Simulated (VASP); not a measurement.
The system is TaN.

```xyz
2
Lattice="0.0000 2.2404 2.2404 2.2404 0.0000 2.2404 2.2404 2.2404 0.0000" Properties=species:S:1:pos:R:3 pbc="T T T"
Ta    2.2404    2.2404    2.2404
N     0.0000    0.0000    0.0000
```

This cell differs from its parent crystal: volume scaled by 1.04.

Base run:

```yaml
Program: VASP 6.6.1
Functional: PBEsol
Potentials_or_basis: VASP PAW PBE potentials, release 64 (Ta_pv, N)
Cutoff: 520 eV
k_mesh: 10 × 10 × 10
Occupations: fermi-dirac, width 0.05 eV
Spin: no spin polarisation
```

Its results: band gap on the k mesh zero (band 8 reaches 10.48 eV, above the bottom of band 9 at 6.77 eV); pressure -21.1 GPa.

**Question.** The run is repeated on the same cell with these changes: functional from PBEsol to r2SCAN. What comes out?

**Answer.** Band gap on the k mesh zero (band 8 reaches 10.72 eV, above the bottom of band 9 at 6.96 eV); pressure -16.3 GPa.

Caveats: the PAW data sets were made with another functional, which shifts forces and pressure a little; spin-orbit coupling is left out, which moves the levels of the heavy elements.
